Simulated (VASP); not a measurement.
MgCu2 (nc), 6 atoms in the cell. The structure is cubic, space group Fd-3m (No. 227). Conventional cell: a = 7.060 Å, b = 7.060 Å, c = 7.060 Å, α = 90.00°, β = 90.00°, γ = 90.00°. Within 3.9 Å of Mg (site symmetry -43m) lie 12 Cu at 2.93 Å and 4 Mg at 3.06 Å. Cu (site symmetry -3m) has 6 Cu at 2.50 Å and 6 Mg at 2.93 Å within 3.3 Å. 

| Property | Result |
| --- | --- |
| Program | VASP 6.6.1 |
| Task | relaxation of cell and atoms |
| Functional | PBEsol |
| Potentials or basis | VASP PAW PBE potentials, release 64 (Mg, Cu) |
| Cutoff | 600 eV |
| k mesh | 10 × 10 × 10 |
| Occupations | gaussian, width 0.1 eV |
| Spin | no spin polarisation |
| Dipole correction | no |
| Further INCAR settings | ALGO = Normal; EDIFF = 1e-07; IBRION = 2; EDIFFG = -0.002; NSW = 100; ISIF = 3 |

Potentials or basis: VASP PAW PBE potentials, release 64 (Mg, Cu).

Run with:

```bash
$ cat potpaw_PBE.64/Mg/POTCAR potpaw_PBE.64/Cu/POTCAR > POTCAR
$ mpirun -np 1 vasp_std > vasp.out
```

Hardware: 1 thread of AMD EPYC 9R45 96-Core Processor (Zen 5), with other jobs on the host.

Task: Estimate the wall time of this run.

Result: Wall time 3.9 min on 1 thread of AMD EPYC 9R45 96-Core Processor (Zen 5) (shared host), peak memory 0.3 GiB. Counts: scf iterations 35, k points 47, ion steps 3.
